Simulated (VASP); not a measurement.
A run of VASP 6.6.1:

The input INCAR:

```
SYSTEM = Pt
ALGO = Normal
EDIFF = 1E-6
ENCUT = 520
GGA = CA
ISIF = 2
ISMEAR = 0
LASPH = .True.
LCHARG = .False.
LREAL = .False.
LWAVE = .False.
NBANDS = 11
NELM = 80
PREC = Accurate
SIGMA = 0.15
```

The input KPOINTS:

```
k-points
0
Gamma
  22 22 22
  0 0 0
```

The input POSCAR:

```
Pt
1.0
    0.0000000000      1.8972850362      2.0496370246
    1.8972850362      0.0000000000      2.0496370246
    1.8972850362      1.8972850362      0.0000000000
Pt
1
Direct
    0.0000000000      0.0000000000      0.0000000000
```

Potentials or basis: VASP PAW LDA potentials, release 64 (Pt).

The run is started by

```console
$ cat potpaw_LDA.64/Pt/POTCAR > POTCAR
$ mpirun -np 1 vasp_std > vasp.out
```

Hardware: 1 thread of Intel Xeon 8259CL (shared host).

Task: How long does it take, and how much memory?

Result: Run time: 100 s on 1 thread of Intel Xeon 8259CL, with other jobs on the host, peak memory 0.24 GiB. Counts: scf iterations 11, k points 834.
